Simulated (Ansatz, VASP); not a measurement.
InSb3: VASP beside Ansatz

Contents of INCAR:

```
SYSTEM = InSb3
PREC     = Accurate       ! precision mode
ENCUT    = 520            ! plane-wave cutoff, eV
EDIFF    = 1E-6           ! SCF threshold, eV
ISMEAR   = 0              ! smearing method
SIGMA    = 0.15           ! smearing width, eV
LREAL    = .FALSE.        ! projectors in reciprocal space
LASPH    = .TRUE.         ! aspherical terms in the spheres
NELM     = 100            ! most SCF steps
ALGO     = Normal         ! electronic algorithm
ISIF     = 2              ! what is computed and relaxed
LWAVE    = .FALSE.        ! write WAVECAR
LCHARG   = .FALSE.        ! write CHGCAR
GGA      = PE             ! functional
NBANDS   = 22             ! bands
```

Contents of KPOINTS:

```
Automatic mesh
0
G
  8 8 8
  0 0 0
```

The input POSCAR:

```
InSb3
1.0
    4.8138627010      0.0000000000      0.0000000000
    0.0000000000      4.8138627010      0.0000000000
    0.0000000000      0.0000000000      4.8138627010
In Sb
1 3
Direct
    0.0000000000      0.0000000000      0.0000000000
    0.5000000000      0.0000000000      0.5000000000
    0.0000000000      0.5000000000      0.5000000000
    0.5000000000      0.5000000000      0.0000000000
```

Input for Ansatz:

```yaml
crystal:
  lattice:
    - [4.813862701, 0.0, 0.0]
    - [0.0, 4.813862701, 0.0]
    - [0.0, 0.0, 4.813862701]
  atoms:
    - { symbol: In, position: [0.0, 0.0, 0.0] }
    - { symbol: Sb, position: [0.5, 0.0, 0.5] }
    - { symbol: Sb, position: [0.0, 0.5, 0.5] }
    - { symbol: Sb, position: [0.5, 0.5, 0.0] }
basis:
  ecutwfc: 420
kpoints:
  mp_grid: { grid: [8, 8, 8] }
hamiltonian:
  xc: pbe
  pseudopotentials: { kind: paw, azcp: { folder: soft_1 } }
scf:
  occupations: { method: gaussian, width: 0.15 }
output:
  forces: true
  stress: true
  eigenvalues: true
  write_density: true
  write_potential: true
  elf: true
  volumetric_format: npy
```

Alike in both runs: task single point; functional PBE; k mesh 8 × 8 × 8; occupations gaussian, width 0.15 eV; no spin polarisation.

|  | VASP | Ansatz |
| --- | --- | --- |
| version | VASP 6.6.1 | Ansatz 0.2.0 |
| potentials or method | VASP PAW PBE potentials, release 64 (In_d, Sb), cutoff 520 eV | scalar-relativistic, plane waves, PAW |
| valence electrons in the cell | 28 | 58 |

|  | VASP | Ansatz | Ansatz less VASP |
| --- | --- | --- | --- |
| gap on the k mesh at the Fermi level (eV) | none | none | - |
| pressure (GPa) | -0.1 | 0.0 | +0.09 |

A gap of «none» marks a metal or a gap that the smearing closes. With one functional, cell and mesh, what is left measures potentials, basis and numerics. VASP's potentials hold 28 valence electrons a cell and Ansatz's 58, so a difference there can come from the potentials and not from the codes.

Spin-orbit coupling is off throughout.
